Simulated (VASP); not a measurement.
Wanted: the native input for a VASP 6.6.1 run.

| Property | Result |
| --- | --- |
| Task | single point |
| Functional | LDA |
| Potentials or basis | VASP PAW LDA potentials, release 64 (K_sv, V_sv, F) |
| Cutoff | 520 eV |
| k mesh | 5 × 5 × 5 |
| Occupations | gaussian, width 0.05 eV |
| Spin | no spin polarisation |
| Hubbard terms | V d U = 3.0 eV |
| Dipole correction | no |
| Further INCAR settings | ALGO = Normal; EDIFF = 1e-06; NBANDS = 30 |

The structure of KVF3 lies in POSCAR:

```
KVF3
1.0
    4.1310003900      0.0000000000      0.0000000000
    0.0000000000      4.1310003900      0.0000000000
    0.0000000000      0.0000000000      4.1310003900
K V F
1 1 3
Direct
    0.0000000000      0.0000000000      0.0000000000
    0.5000000000      0.5000000000      0.5000000000
    0.5000000000      0.5000000000      0.0000000000
    0.0000000000      0.5000000000      0.5000000000
    0.5000000000      0.0000000000      0.5000000000
```

The input as run:

INCAR

```
PREC = Accurate ; ENCUT = 520
EDIFF = 1E-6 ; ISMEAR = 0
SIGMA = 0.05 ; LREAL = F
LASPH = T ; NELM = 150
ALGO = Normal ; ISIF = 2
LWAVE = F ; LCHARG = T
LMAXMIX = 4 ; LDAU = T
LDAUTYPE = 2 ; LDAUL = -1 2 -1
LDAUU = 0 3 0 ; LDAUJ = 0 0 0
LDAUPRINT = 1 ; GGA = CA
LELF = T ; LVHAR = T
NBANDS = 30
```

KPOINTS

```
Automatic mesh
0
Gamma
  5 5 5
```

Potentials or basis: VASP PAW LDA potentials, release 64 (K_sv, V_sv, F).

The run is started by

```bash
$ cat potpaw_LDA.64/K_sv/POTCAR potpaw_LDA.64/V_sv/POTCAR potpaw_LDA.64/F/POTCAR > POTCAR
$ mpirun -np 1 vasp_std > vasp.out
```

It gave:

The pressure is -7.9 GPa.

Caveat: an odd number of electrons without spin polarisation forces a metal; a magnetic or distorted state may lie lower; the run has no spin polarisation, though such a crystal can be magnetic; U without spin polarisation on a metal has little footing.

Wall time 9.3 s on 1 thread of Intel(R) Xeon(R) Platinum 8488C (Sapphire Rapids) (shared host), peak memory 0.16 GiB.
